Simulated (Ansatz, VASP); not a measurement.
**Two plane-wave programs on SiO2**

```
CELL_PARAMETERS angstrom
-2.37405 2.37405 3.74400
2.37405 -2.37405 3.74400
2.37405 2.37405 -3.74400
ATOMIC_POSITIONS crystal
Si 0.00000 0.00000 0.00000
Si 0.75000 0.25000 0.50000
O 0.99838 0.62500 0.87338
O 0.37500 0.24838 0.37338
O 0.75162 0.12500 0.12662
O 0.87500 0.00162 0.62662
```

Alike in both runs: task single point; functional r2SCAN; k mesh 6 × 6 × 6; no spin polarisation.

|  | VASP | Ansatz |
| --- | --- | --- |
| version | VASP 6.6.1 | Ansatz 0.2.0 |
| potentials or method | VASP PAW PBE potentials, release 64 (Si, O) | plane waves, PAW |
| plane-wave cutoff (eV) | 520 | 500 |
| occupations | gaussian, width 0.01 eV | fixed |
| valence electrons in the cell | 32 | 32 |

Ansatz gave:

```
gap on the k mesh at the Fermi level (eV) : 6.70
```

**Question.** Estimate VASP's values.

**Answer.** gap on the k mesh at the Fermi level (eV): 6.69.

VASP's potentials were made for PBE, not for r2SCAN.
